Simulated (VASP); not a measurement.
Set up this calculation in VASP 6.6.1, as the native input.

```
Task                               : single point
Functional                         : PBE0
Dispersion                         : D3(BJ)
Potentials or basis                : VASP PAW PBE potentials, release 64 (Bi_d)
Cutoff                             : 400 eV
k mesh                             : 7 × 7 × 7
Occupations                        : methfessel-paxton, width 0.025 eV
Spin                               : no spin polarisation
Dipole correction                  : no
Grid for exact exchange (PRECFOCK) : Normal
Further INCAR settings             : ALGO = Normal; EDIFF = 1e-06; NBANDS = 14
Share of exact exchange            : 0.25
```

Crystal: Bi.

```
CELL_PARAMETERS angstrom
-1.83940 1.83940 1.83940
1.83940 -1.83940 1.83940
1.83940 1.83940 -1.83940
ATOMIC_POSITIONS crystal
Bi 0.00000 0.00000 0.00000
```

This isn't the form of Bi at room conditions, which is rhombohedral.

One way to write it, as run:

POSCAR

```
Bi
1.0
   -1.8393971650      1.8393971650      1.8393971650
    1.8393971650     -1.8393971650      1.8393971650
    1.8393971650      1.8393971650     -1.8393971650
Bi
1
Direct
    0.0000000000      0.0000000000      0.0000000000
```

INCAR.step1

```
SYSTEM = Bi
PREC     = Accurate       ! precision mode
ENCUT    = 400            ! plane-wave cutoff, eV
EDIFF    = 1E-5           ! SCF threshold, eV
ISMEAR   = 1              ! smearing method
SIGMA    = 0.025          ! smearing width, eV
LREAL    = .False.        ! projectors in reciprocal space
LASPH    = .True.         ! aspherical terms in the spheres
NELM     = 120            ! most SCF steps
ALGO     = Normal         ! electronic algorithm
ISIF     = 2              ! what is computed and relaxed
LWAVE    = .True.         ! write WAVECAR
NBANDS   = 14             ! bands
GGA      = PE             ! functional
GGA_COMPAT= .False.
```

INCAR.step2

```
SYSTEM = Bi
PREC     = Accurate       ! precision mode
ENCUT    = 400            ! plane-wave cutoff, eV
EDIFF    = 1E-6           ! SCF threshold, eV
ISMEAR   = 1              ! smearing method
SIGMA    = 0.025          ! smearing width, eV
LREAL    = .False.        ! projectors in reciprocal space
LASPH    = .True.         ! aspherical terms in the spheres
NELM     = 120            ! most SCF steps
ALGO     = Normal         ! electronic algorithm
ISIF     = 2              ! what is computed and relaxed
LWAVE    = .False.        ! write WAVECAR
LCHARG   = .True.         ! write CHGCAR
GGA      = PE             ! functional
LHFCALC  = .True.         ! exact exchange
AEXX     = 0.25           ! exact-exchange fraction
PRECFOCK = Normal       
IVDW     = 12             ! dispersion correction
LELF     = .True.         ! ELF
LVHAR    = .True.       
NBANDS   = 14             ! bands
ISTART   = 1            
GGA_COMPAT= .False.
```

KPOINTS

```
Automatic mesh
0
Gamma
  7 7 7
  0 0 0
```

Potentials or basis: VASP PAW PBE potentials, release 64 (Bi_d).

Run with:

```bash
$ cat potpaw_PBE.64/Bi_d/POTCAR > POTCAR
$ cp INCAR.step1 INCAR
$ mpirun -np 1 vasp_std > vasp.out
$ cp INCAR.step2 INCAR
$ mpirun -np 1 vasp_std > vasp.out
```

It gave:

| Quantity | Value |
| --- | --- |
| Pressure | 16.4 GPa |
| Band gap on the k mesh | zero (an odd number of electrons rules out a gap without spin polarisation) |
| Dispersion energy per atom | -0.723 eV |

Caveat: the cell stands under pressure; the PAW data sets were made with another functional, which shifts forces and pressure a little; spin-orbit coupling is left out, which moves the levels of the heavy elements.

Run time: 13 min on 1 thread of Intel(R) Xeon(R) Platinum 8488C (Sapphire Rapids) (shared host), peak memory 0.15 GiB.
